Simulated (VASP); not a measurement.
Runs of VASP 6.6.1 on PtSe (zincblende type). The structure is that of space group F-43m (No. 216), or close to it. The cells are those of the table. 

| task | cell | k mesh for the DOS | occupations for the DOS | gap on the mesh (eV) | pressure (GPa) |
| --- | --- | --- | --- | --- | --- |
| single point | a = 3.970 Å, angles 60.0°, 2 atoms | - | - | none | (b) |
| single point | a = 3.804 Å, angles 60.0°, 2 atoms | - | - | none | 20.0 |
| single point | a = 3.654 Å, angles 60.0°, 2 atoms | - | - | none | 52.6 |
| single point | a = 3.151 Å, angles 60.0°, 2 atoms | - | - | none | (a) |
| single point | a = 3.311 Å, angles 60.0°, 2 atoms | - | - | none | 237.6 |

Alike in all rows: level PBEsol; potentials or basis VASP PAW PBE potentials, release 64 (Pt, Se); no spin polarisation; k mesh 13 × 13 × 13; cutoff (eV) 520; smearing fermi-dirac 0.1 eV.

Task: Estimate the missing entries.

Result: (a) 427.7; (b) 0.1.

Caveats: the PAW data sets were made with another functional, which shifts forces and pressure a little; spin-orbit coupling is left out, which moves the levels of the heavy elements.

A k mesh can miss the band edges, and the runs leave out spin-orbit coupling on Pt, Se.

A gap of «none» marks levels without a gap at the run's occupations.
